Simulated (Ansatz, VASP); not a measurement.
One calculation of Ni, two programs

Contents of INCAR:

```
SYSTEM = Ni
PREC     = Accurate       ! precision mode
ENCUT    = 520            ! plane-wave cutoff, eV
EDIFF    = 1E-6           ! SCF threshold, eV
ISMEAR   = 0              ! smearing method
SIGMA    = 0.15           ! smearing width, eV
LREAL    = .False.        ! projectors in reciprocal space
LASPH    = .True.         ! aspherical terms in the spheres
NELM     = 150            ! most SCF steps
ALGO     = Fast           ! electronic algorithm
ISIF     = 2              ! what is computed and relaxed
LWAVE    = .False.        ! write WAVECAR
LCHARG   = .True.         ! write CHGCAR
ISPIN    = 2              ! spin polarisation
MAGMOM   = 0.75           ! initial moments
LORBIT   = 11             ! projections on sites
LMAXMIX  = 4              ! l up to which the mixer works
GGA      = PE             ! functional
LELF     = .True.         ! ELF
LVHAR    = .True.       
NBANDS   = 15             ! bands
```

File KPOINTS:

```
regular mesh
0
Gamma
  22 22 22
  0 0 0
```

The input POSCAR:

```
Ni
1.0
    0.0000000000      1.9759372926      1.5831421377
    1.7180610288      0.0000000000      1.5831421377
    1.7180610288      1.9759372926      0.0000000000
Ni
1
Direct
    0.0000000000      0.0000000000      0.0000000000
```

Input for Ansatz:

```yaml
crystal:
  lattice:
    - [0.0, 1.9759372926, 1.5831421377]
    - [1.7180610288, 0.0, 1.5831421377]
    - [1.7180610288, 1.9759372926, 0.0]
  atoms:
    - { symbol: Ni, position: [0.0, 0.0, 0.0], spin: 0.75 }
basis:
  ecutwfc: 520.0
kpoints:
  mp_grid: { grid: [22, 22, 22] }
hamiltonian:
  xc: pbe
scf:
  occupations: { method: gaussian, width: 0.15 }
output:
  forces: true
  stress: true
  eigenvalues: true
  populations: true
magnetization:
  spin_polarized: true
```

Change from the starting cell: strain +e along x and -e along y -0.0733, strain +e along z and -e/2 along x and y -0.1000.

Alike in both runs: task single point; functional PBE; k mesh 22 × 22 × 22; occupations gaussian, width 0.15 eV; collinear spin.

```csv
,VASP,Ansatz
version,VASP 6.6.1,Ansatz 0.2.0
potentials or method,"VASP PAW PBE potentials, release 64 (Ni), cutoff 520 eV","scalar-relativistic, plane waves, PAW"
valence electrons in the cell,10,18
```

|  | VASP | Ansatz | Ansatz less VASP |
| --- | --- | --- | --- |
| gap on the k mesh at the Fermi level (eV) | none | none | - |
| pressure (GPa) | 5.4 | 5.7 | +0.30 |
| traceless stress, the component that is largest in VASP (GPa) | -18.50 | -19.04 | -0.535 |
| net moment per atom (μB) | 0.57 | 0.59 | +0.014 |
| size of the moment on the site where the two differ most (μB) | 0.58 | 0.62 | +0.040 |

Site moments also hang on the region over which each program counts them. A gap of «none» marks a metal or a gap that the smearing closes. VASP's potentials hold 10 valence electrons a cell and Ansatz's 18, so a difference there can come from the potentials and not from the codes.
